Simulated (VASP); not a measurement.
# PbSe (P6_3/mmc) in VASP: further runs

The runs below take PbSe through single point, with PBEsol, PBE, LDA, r2SCAN.

Program: VASP 6.6.1. These are calculated values, not measurements. Logs are shortened: lines on timing, memory, paths and dates and some standing lists are left out, and cuts for length are marked.

**1. The cell of the first run**

The structure is hexagonal, space group P6_3/mmc (No. 194). The conventional cell has a = 5.121 Å, b = 5.121 Å, c = 6.146 Å, α = 90.00°, β = 90.00°, γ = 120.00°. Pb (site symmetry -6m2) has 5 Se at 2.96 to 3.07 Å within 3.9 Å. Se (site symmetry -6m2) has 5 Pb at 2.96 to 3.07 Å within 3.9 Å.

**2. Single point, PBEsol**

Contents of INCAR:

```
SYSTEM = PbSe
  ALGO = Normal
  EDIFF = 1E-7
  ENCUT = 520
  GGA = PS
  ISIF = 2
  ISMEAR = -1
  LASPH = .True.
  LCHARG = .False.
  LREAL = .False.
  LWAVE = .False.
  NBANDS = 28
  NELM = 100
  PREC = Accurate
  SIGMA = 0.02
```

Contents of KPOINTS:

```
k-points
0
Gamma
  6 6 4
  0 0 0
```

Contents of POSCAR:

```
PbSe
1.0
    5.1206850680      0.0000000000      0.0000000000
   -2.5603425340      4.4346433537      0.0000000000
    0.0000000000      0.0000000000      6.1462022250
Pb Se
2 2
Direct
    0.3333333333      0.6666666667      0.2500000000
    0.6666666667      0.3333333333      0.7500000000
    0.6666666667      0.3333333333      0.2500000000
    0.3333333333      0.6666666667      0.7500000000
```

Potentials or basis: VASP PAW PBE potentials, release 64 (Pb_d, Se).

Run with:

```bash
$ cat potpaw_PBE.64/Pb_d/POTCAR potpaw_PBE.64/Se/POTCAR > POTCAR
$ mpirun -np 1 vasp_std > vasp.out
```

OUTCAR:

```text
SYSTEM = PbSe
   EDIFF = 1E-7
   ENCUT = 520
   GGA = PS
   ISIF = 2
   ISMEAR = -1
   LASPH = .True.
   LREAL = .False.
   NELM = 100
   PREC = Accurate

 ion  position               nearest neighbor table
   1  0.333  0.667  0.250-   3 2.96   3 2.96   3 2.96   4 3.07   4 3.07
   2  0.667  0.333  0.750-   4 2.96   4 2.96   4 2.96   3 3.07   3 3.07
   3  0.667  0.333  0.250-   1 2.96   1 2.96   1 2.96   2 3.07   2 3.07
   4  0.333  0.667  0.750-   2 2.96   2 2.96   2 2.96   1 3.07   1 3.07

  LATTYP: Found a hexagonal cell.
 ALAT       =     5.1206850680
 C/A-ratio  =     1.2002695232

  Lattice vectors:

 A1 = (   5.1206850680,   0.0000000000,   0.0000000000)
 A2 = (  -2.5603425340,   4.4346433537,   0.0000000000)
 A3 = (   0.0000000000,   0.0000000000,   6.1462022250)

Analysis of symmetry for initial positions (statically):
=====================================================================
 Subroutine PRICEL returns:
 Original cell was already a primitive cell.

 Routine SETGRP: Setting up the symmetry group for a
 hexagonal supercell.

 Subroutine GETGRP returns: Found 24 space group operations
 (whereof 12 operations were pure point group operations)
 out of a pool of 24 trial point group operations.

The static configuration has the point symmetry D_3d.
 The point group associated with its full space group is D_6h.

Analysis of symmetry for dynamics (positions and initial velocities):
=====================================================================
 Subroutine PRICEL returns:
 Original cell was already a primitive cell.

 Routine SETGRP: Setting up the symmetry group for a
 hexagonal supercell.

 Subroutine GETGRP returns: Found 24 space group operations
 (whereof 12 operations were pure point group operations)
 out of a pool of 24 trial point group operations.

The dynamic configuration has the point symmetry D_3d.
 The point group associated with its full space group is D_6h.

 Subroutine INISYM returns: Found 24 space group operations
 (whereof 12 operations are pure point group operations),
 and found     1 'primitive' translations

----------------------------------------------------------------------------------------

                                     Primitive cell

  volume of cell :     139.5705

  direct lattice vectors                    reciprocal lattice vectors
     5.120685068  0.000000000  0.000000000     0.195286370  0.112748638  0.000000000
    -2.560342534  4.434643354  0.000000000     0.000000000  0.225497277  0.000000000
     0.000000000  0.000000000  6.146202225     0.000000000  0.000000000  0.162702099

[... 84 lines left out ...]
   LREAL  =      F    real-space projection
   EDIFFG = 0.1E-05   stopping-criterion for IOM
   NSW    =      0    number of steps for IOM
   IBRION =     -1    ionic relax: 0-MD 1-quasi-New 2-CG
   NFREE  =      0    steps in history (QN), initial steepest desc. (CG)
   ISIF   =      2    stress and relaxation
   ISYM   =      2    0-nonsym 1-usesym 2-fastsym
   POTIM  = 0.5000    time-step for ionic-motion
   TEBEG  =    0.0;   TEEND  =   0.0 temperature during run
   PSTRESS=    0.0 pullay stress
   NELECT =      40.0000    total number of electrons
   NUPDOWN=      -1.0000    fix difference up-down
   EMIN   =  10.00;   EMAX   =-10.00  energy-range for DOS
   EFERMI =   0.00;   METHOD = LEGACY
   ISMEAR =    -1;   SIGMA  =   0.02  broadening in eV -4-tet -1-fermi 0-gaus
   EFERMI_NEDOS =   21; number of points for ismear=-14 and -15
   IALGO  =     38    algorithm
   IMIX   =      4    mixing-type and parameters
     AMIX     =   0.40;   BMIX     =  1.00
     AMIX_MAG =   1.60;   BMIX_MAG =  1.00
  volume/ion in A,a.u.               =      34.89       235.47
  Fermi-wavevector in a.u.,A,eV,Ry     =   1.079353  2.039682 15.850836  1.165004
  Thomas-Fermi vector in A             =   2.215316
   LORBIT       =      0    0 simple, 1 ext, 2 COOP (PROOUT), +10 PAW based schemes
   GGA     = PS    functional components
   LHFCALC =     F    Hartree Fock is set to
   AEXX    =    0.0000 exact exchange contribution
   IVDW    =     0    specifies the selected vdW correction
   LEPSILON=     F    determine dielectric tensor
   LRPA    =     F    only Hartree local field effects (RPA)
 non-spin polarized calculation
  energy-cutoff  :      520.00
  volume of cell :      139.57
 maximum number of plane-waves:      3802
 NGX is ok and might be reduce to    40
   NGX = 19   NGY = 19   NGZ = 23

 number of electron      40.0000006 magnetization

 Free energy of the ion-electron system (eV)
  ---------------------------------------------------
  ext. energy  EPLUGINS =         0.00000000
  ---------------------------------------------------
  free energy    TOTEN  =       -17.33600541 eV

  energy without entropy =      -17.33600541  energy(sigma->0) =      -17.33600541

 E-fermi :   3.7083     XC(G=0):  -8.5438

 val. band max:        3.2759764177   @ k =   0.3333   0.3333   0.5000
 cond. band min:       4.3169988975   @ k =   0.3333   0.3333   0.5000
 fundamental gap:      1.0410224799
 Fermi energy:         3.7083001295

 k-point     1 :       0.0000    0.0000    0.0000
  band No.  band energies     occupation
      1     -13.5656      2.00000
      2     -13.4696      2.00000
      3     -13.4696      2.00000
      4     -13.4687      2.00000
      5     -13.4687      2.00000
      6     -13.4601      2.00000
[... 640 lines left out ...]
     27       9.6164      0.00000
     28       9.6164      0.00000

------------------------ aborting loop because EDIFF is reached ----------------------------------------

  FORCE on cell =-STRESS in cart. coord.  units (eV):
  Direction    XX          YY          ZZ          XY          YZ          ZX
  --------------------------------------------------------------------------------------
  -------------------------------------------------------------------------------------
  Total       -0.0075086     -0.0075086      0.0047527      0.0000000      0.0000000      0.0000000
  in kB       -0.0861939     -0.0861939      0.0545579      0.0000000      0.0000000      0.0000000
  external PRESSURE =      -0.0392766 kB  Pullay stress =       0.0000000 kB

 VOLUME and BASIS-vectors are now :
 -----------------------------------------------------------------------------
  energy-cutoff  :      520.00
  volume of cell :      139.57
      direct lattice vectors                 reciprocal lattice vectors
     5.120685068  0.000000000  0.000000000     0.195286370  0.112748638  0.000000000
    -2.560342534  4.434643354  0.000000000     0.000000000  0.225497277  0.000000000
     0.000000000  0.000000000  6.146202225     0.000000000  0.000000000  0.162702099

 POSITION                                       TOTAL-FORCE (eV/Angst)
 -----------------------------------------------------------------------------------
     -0.00000      2.95643      1.53655        -0.000000      0.000000      0.000000
      2.56034      1.47821      4.60965         0.000000     -0.000000      0.000000
      2.56034      1.47821      1.53655        -0.000000      0.000000      0.000000
     -0.00000      2.95643      4.60965         0.000000     -0.000000      0.000000
 -----------------------------------------------------------------------------------
    total drift:                               -0.000000      0.000000     -0.000000

  FREE ENERGIE OF THE ION-ELECTRON SYSTEM (eV)
  ---------------------------------------------------
  free  energy   TOTEN  =       -17.3360054123 eV

  energy  without entropy=      -17.3360054123  energy(sigma->0) =      -17.33600541
```

OSZICAR:

```text
N       E                     dE             d eps       ncg     rms          rms(c)
DAV:   1     0.407733553496E+03    0.40773E+03   -0.18398E+04  1176   0.143E+03
DAV:   2     0.298176379305E+02   -0.37792E+03   -0.36733E+03  1192   0.376E+02
DAV:   3    -0.156354353934E+02   -0.45453E+02   -0.44047E+02  1492   0.148E+02
DAV:   4    -0.179084952758E+02   -0.22731E+01   -0.22623E+01  1364   0.362E+01
DAV:   5    -0.179956163588E+02   -0.87121E-01   -0.87107E-01  1504   0.756E+00    0.401E+00
DAV:   6    -0.173466968300E+02    0.64892E+00   -0.14759E+00  1648   0.724E+00    0.215E+00
DAV:   7    -0.173326979982E+02    0.13999E-01   -0.32416E-01  1268   0.222E+00    0.125E+00
DAV:   8    -0.173383833144E+02   -0.56853E-02   -0.50237E-02  1472   0.186E+00    0.385E-01
DAV:   9    -0.173348881729E+02    0.34951E-02   -0.12870E-02  1656   0.946E-01    0.885E-02
DAV:  10    -0.173357782050E+02   -0.89003E-03   -0.18061E-03  1388   0.178E-01    0.332E-02
DAV:  11    -0.173359794732E+02   -0.20127E-03   -0.31332E-04  1256   0.982E-02    0.111E-02
DAV:  12    -0.173359990178E+02   -0.19545E-04   -0.27413E-05  1508   0.313E-02    0.447E-03
DAV:  13    -0.173360051988E+02   -0.61810E-05   -0.90633E-06  1244   0.130E-02    0.253E-03
DAV:  14    -0.173360054009E+02   -0.20207E-06   -0.69573E-07  1224   0.703E-03    0.523E-04
DAV:  15    -0.173360054123E+02   -0.11428E-07   -0.81246E-08   900   0.158E-03
   1 F= -.17336005E+02 E0= -.17336005E+02  d E =-.102914E-10
```

stdout:

```text
POSCAR found type information on POSCAR PbSe
 POSCAR found :  2 types and       4 ions
 scaLAPACK will be used
 -----------------------------------------------------------------------------
|                                                                             |
|                                                                             |
|     You enforced a specific xc type in the INCAR file but a different       |
|     I HOPE YOU KNOW WHAT YOU ARE DOING!                                     |
|                                                                             |
 -----------------------------------------------------------------------------

 LDA part: xc-table for (Slater+PW92), standard interpolation
 POSCAR, INCAR and KPOINTS ok, starting setup
 FFT: planning ... GRIDC
 FFT: planning ... GRID_SOFT
 FFT: planning ... GRID
 WAVECAR not read
 entering main loop
```

Run time: 38 s. Hardware: 1 thread of AMD EPYC 9R45 (Zen 5), shared host; peak memory 0.26 GiB.

Results:

| Property | Result |
| --- | --- |
| Free energy | -17.3360 eV |
| Pressure | 0.0 GPa |
| Band gap on the k mesh | 1.04 eV, direct |

Caveat: the PAW data sets were made with another functional, which shifts forces and pressure a little; spin-orbit coupling is left out, which moves the levels of the heavy elements. A k mesh can miss the band edges.

**3. Single point, PBE**

This run uses another cell than the first one, of 36.01 Å³/atom, 1.032 times its volume.

Contents of INCAR:

```
  PREC = Accurate
  ENCUT = 520
  EDIFF = 1E-7
  ISMEAR = -1
  SIGMA = 0.02
  LREAL = F
  LASPH = T
  NELM = 60
  ALGO = Normal
  ISIF = 2
  LWAVE = F
  LCHARG = F
  GGA = PE
  NBANDS = 28
```

Contents of KPOINTS:

```
regular mesh
0
Gamma
  6 6 4
```

Contents of POSCAR:

```
PbSe
1.0
    5.1741302563      0.0000000000      0.0000000000
   -2.5870651281      4.4809282444      0.0000000000
    0.0000000000      0.0000000000      6.2132838678
Pb Se
2 2
Direct
    0.3333333333      0.6666666667      0.2500000000
    0.6666666667      0.3333333333      0.7500000000
    0.6666666667      0.3333333333      0.2500000000
    0.3333333333      0.6666666667      0.7500000000
```

Potentials or basis: VASP PAW PBE potentials, release 64 (Pb_d, Se).

Run with:

```bash
$ cat potpaw_PBE.64/Pb_d/POTCAR potpaw_PBE.64/Se/POTCAR > POTCAR
$ mpirun -np 1 vasp_std > vasp.out
```

Wall time 36 s (1 thread of AMD EPYC 9R45 (Zen 5), shared host); peak memory 0.26 GiB.

Results (log left out):

```
Free energy            : -16.0736 eV
Pressure               : 0.8 GPa
Band gap on the k mesh : 1.16 eV, direct
```

Stress tensor (GPa, compression positive):
```
0.73 0.00 0.00
0.00 0.73 0.00
0.00 0.00 0.88
```

Levels at points of the mesh, in eV from the valence-band top:
```
           k point  band 17  band 18  band 19  band 20  band 21  band 22  band 23  band 24
(0.00, 0.00, 0.00)    -2.90    -1.69    -1.69    -1.69     1.75     1.75     3.20     3.20
(0.50, 0.00, 0.00)    -2.71    -2.09    -2.07    -0.63     2.65     3.22     4.05     4.15
(0.00, 0.00, 0.50)    -2.32    -2.32    -1.29    -1.29     2.14     2.14     2.14     2.14
(0.50, 0.00, 0.50)    -1.71    -1.71    -0.65    -0.65     1.39     1.39     2.95     2.95
```

Caveat: spin-orbit coupling is left out, which moves the levels of the heavy elements. A k mesh can miss the band edges.

**4. Single point, LDA**

This run uses another cell than the first one, of 36.01 Å³/atom, 1.032 times its volume.

Contents of INCAR:

```
PREC = Accurate
ENCUT = 520
EDIFF = 1E-7
ISMEAR = 0
SIGMA = 0.01
LREAL = F
LASPH = T
NELM = 80
ALGO = Normal
ISIF = 2
LWAVE = F
LCHARG = T
LELF = T
LVHAR = T
NBANDS = 28
```

KPOINTS is that of step 3.

POSCAR is that of step 3.

Potentials or basis: VASP PAW LDA potentials, release 64 (Pb_d, Se).

Run with:

```bash
$ cat potpaw_LDA.64/Pb_d/POTCAR potpaw_LDA.64/Se/POTCAR > POTCAR
$ mpirun -np 1 vasp_std > vasp.out
```

Wall time 34 s (1 thread of AMD EPYC 9R45 (Zen 5), shared host); peak memory 0.22 GiB.

Results (log left out):

```yaml
Free_energy: -18.2647 eV
Pressure: -2.4 GPa
Band_gap_on_the_k_mesh: 1.03 eV, direct
```

Stress tensor (GPa, compression positive):
```
-2.34  0.00  0.00
 0.00 -2.34  0.00
 0.00  0.00 -2.48
```

Levels at points of the mesh, in eV from the valence-band top:
| k point | band 18 | band 19 | band 20 | band 21 | band 22 | band 23 |
| --- | --- | --- | --- | --- | --- | --- |
| (0.00, 0.00, 0.00) | -1.69 | -1.68 | -1.68 | 1.64 | 1.64 | 3.13 |
| (0.50, 0.00, 0.00) | -2.13 | -2.09 | -0.65 | 2.54 | 3.10 | 3.95 |
| (0.00, 0.00, 0.50) | -2.32 | -1.31 | -1.31 | 2.04 | 2.04 | 2.04 |
| (0.50, 0.00, 0.50) | -1.74 | -0.67 | -0.67 | 1.27 | 1.27 | 2.85 |

Caveat: spin-orbit coupling is left out, which moves the levels of the heavy elements.

**5. Single point, PBE**

This run uses another cell than the first one, of 36.75 Å³/atom, 1.053 times its volume.

Contents of INCAR:

```
SYSTEM = PbSe
PREC     = Accurate       ! precision mode
ENCUT    = 520            ! plane-wave cutoff, eV
EDIFF    = 1E-6           ! SCF threshold, eV
ISMEAR   = -1             ! smearing method
SIGMA    = 0.02           ! smearing width, eV
LREAL    = .False.        ! projectors in reciprocal space
LASPH    = .True.         ! aspherical terms in the spheres
NELM     = 100            ! most SCF steps
ALGO     = Normal         ! electronic algorithm
ISIF     = 2              ! what is computed and relaxed
LWAVE    = .False.        ! write WAVECAR
LCHARG   = .False.        ! write CHGCAR
GGA      = PE             ! functional
NBANDS   = 28             ! bands
```

Contents of KPOINTS:

```
Automatic mesh
0
Gamma
  6 6 4
  0 0 0
```

Contents of POSCAR:

```
PbSe
1.0
    5.2067026455      0.0000000000      0.0000000000
   -2.6033513227      4.5091367610      0.0000000000
    0.0000000000      0.0000000000      6.2611014084
Pb Se
2 2
Direct
    0.3333333333      0.6666666667      0.2500000000
    0.6666666667      0.3333333333      0.7500000000
    0.6666666667      0.3333333333      0.2500000000
    0.3333333333      0.6666666667      0.7500000000
```

Potentials or basis: VASP PAW PBE potentials, release 64 (Pb_d, Se).

Run with:

```bash
$ cat potpaw_PBE.64/Pb_d/POTCAR potpaw_PBE.64/Se/POTCAR > POTCAR
$ mpirun -np 1 vasp_std > vasp.out
```

It took 34 s on 1 thread of AMD EPYC 9R45 (Zen 5), shared host; peak memory 0.26 GiB.

The run converged. Its results:

```yaml
Free_energy: -16.0815 eV
Pressure: 0.0 GPa
Band_gap_on_the_k_mesh: 1.18 eV, direct
```

Levels at points of the mesh, in eV from the valence-band top:
| k point | band 18 | band 19 | band 20 | band 21 | band 22 | band 23 |
| --- | --- | --- | --- | --- | --- | --- |
| (0.00, 0.00, 0.00) | -1.62 | -1.62 | -1.59 | 1.80 | 1.80 | 3.20 |
| (0.50, 0.00, 0.00) | -2.00 | -1.99 | -0.60 | 2.64 | 3.20 | 4.03 |
| (0.00, 0.00, 0.50) | -2.22 | -1.24 | -1.24 | 2.18 | 2.18 | 2.18 |
| (0.50, 0.00, 0.50) | -1.63 | -0.63 | -0.63 | 1.41 | 1.41 | 2.95 |

Caveat: spin-orbit coupling is left out, which moves the levels of the heavy elements.

[end of part 1 of 2]
